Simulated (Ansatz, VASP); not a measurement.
# RbLa2Cl2: VASP beside Ansatz

```
Rb La Cl
1.0
    -2.33668    2.33668    7.97992
     2.33668   -2.33668    7.97992
     2.33668    2.33668   -7.97992
Rb La Cl
1 2 2
Direct
  0.00000 0.00000 0.00000
  0.75000 0.25000 0.50000
  0.25000 0.75000 0.50000
  0.61763 0.61763 0.00000
  0.38237 0.38237 0.00000
```

Change from the starting cell: species swapped into the TlCu2S2 type (I4/mmm, No. 139).

Alike in both runs: functional PBE; k mesh 12 × 12 × 12; occupations gaussian, width 0.1 eV; no spin polarisation.

Ansatz relaxed the structure, and its values are those at the end. VASP's run is a single point on that final structure, the one shown.

```csv
,VASP,Ansatz
version,VASP 6.6.1,Ansatz 0.2.0
potentials or method,"VASP PAW PBE potentials, release 64 (Rb_sv, La, Cl), cutoff 520 eV","scalar-relativistic, plane waves, PAW"
valence electrons in the cell,45,45
```

```csv
,VASP,Ansatz,Ansatz less VASP
gap on the k mesh at the Fermi level (eV),none,none,-
pressure (GPa),0.0,0.0,+0.02
```

A gap of «none» marks a metal or a gap that the smearing closes. With one functional, cell and mesh, what is left measures potentials, basis and numerics.

Neither program's run includes spin-orbit coupling.
